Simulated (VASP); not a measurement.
A run of VASP 6.6.1 is set up as follows.

The input POSCAR:

```
CdF2
1.0
    2.6283325112      2.6283325112      0.0000000000
   -2.6283325112      2.6283325112      0.0000000000
    0.0000000000      2.6283325112      2.6283325112
Cd F
1 2
Direct
    0.0000000000      0.0000000000      0.0000000000
    0.2500000000      0.7500000000      0.5000000000
    0.7500000000      0.2500000000      0.5000000000
```

INCAR.step1

```
  ALGO = Normal
  EDIFF = 1E-4
  ENCUT = 520
  GGA = PE
  ISMEAR = 0
  LASPH = True
  LCHARG = False
  LREAL = False
  LWAVE = True
  NBANDS = 20
  NELM = 100
  PREC = Accurate
  SIGMA = 0.01
```

File INCAR.step2:

```
  ALGO = Normal
  EDIFF = 1E-6
  ENCUT = 520
  ISIF = 2
  ISMEAR = 0
  ISTART = 1
  LASPH = True
  LCHARG = False
  LMIXTAU = True
  LREAL = False
  LWAVE = False
  METAGGA = R2SCAN
  NBANDS = 20
  NELM = 100
  PREC = Accurate
  SIGMA = 0.01
```

File KPOINTS:

```
k-points
0
Gamma
  8 8 8
```

Potentials or basis: VASP PAW PBE potentials, release 64 (Cd, F).

Command:

```sh
$ cat potpaw_PBE.64/Cd/POTCAR potpaw_PBE.64/F/POTCAR > POTCAR
$ cp INCAR.step1 INCAR
$ mpirun -np 1 vasp_std > vasp.out
$ cp INCAR.step2 INCAR
$ mpirun -np 1 vasp_std > vasp.out
```

Q: What does it give for the pressure?

A: 11.6 GPa.

Q: What does it give for the band gap on the k mesh?

A: 4.02 eV (least direct gap 4.41 eV).

Caveat: the cell stands under pressure; the PAW data sets were made with another functional, which shifts forces and pressure a little. A k mesh can miss the band edges.
